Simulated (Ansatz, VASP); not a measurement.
## One calculation of NiO, two programs

```xyz
4
Lattice="0.0000 2.1338 -2.1338 0.0000 2.1338 2.1338 4.2676 0.0000 0.0000" Properties=species:S:1:pos:R:3 pbc="T T T"
Ni    0.0000    0.0000    0.0000
Ni    2.1338    2.1338    0.0000
O     2.1338    2.1338    2.1338
O     4.2676    4.2676    2.1338
```

Alike in both runs: task single point; functional PBE; k mesh 5 × 5 × 3; occupations gaussian, width 0.05 eV; collinear spin; Hubbard terms Ni d U = 6.2 eV.

```csv
,VASP,Ansatz
version,VASP 6.6.1,Ansatz 0.2.0
potentials or method,"VASP PAW PBE potentials, release 64 (Ni_sv_GW, O), cutoff 700 eV","scalar-relativistic, plane waves, PAW"
valence electrons in the cell,48,48
```

Ansatz gave:

* gap on the k mesh at the Fermi level (eV): 2.23
* least direct gap on the mesh (eV): 3.15
* pressure (GPa): 0.2
* net moment per atom (μB): 0.00
* size of the moment on the site where the two differ most (μB): 1.74

Which values does VASP return?

gap on the k mesh at the Fermi level (eV): 2.28; least direct gap on the mesh (eV): 3.47; pressure (GPa): -2.2; net moment per atom (μB): 0.00; size of the moment on the site where the two differ most (μB): 1.80.

Site moments also hang on the region over which each program counts them. The programs project onto different local orbitals, so the same U acts differently, and such runs can settle in different states.

The k mesh is coarse, so the values compare programs but aren't converged.
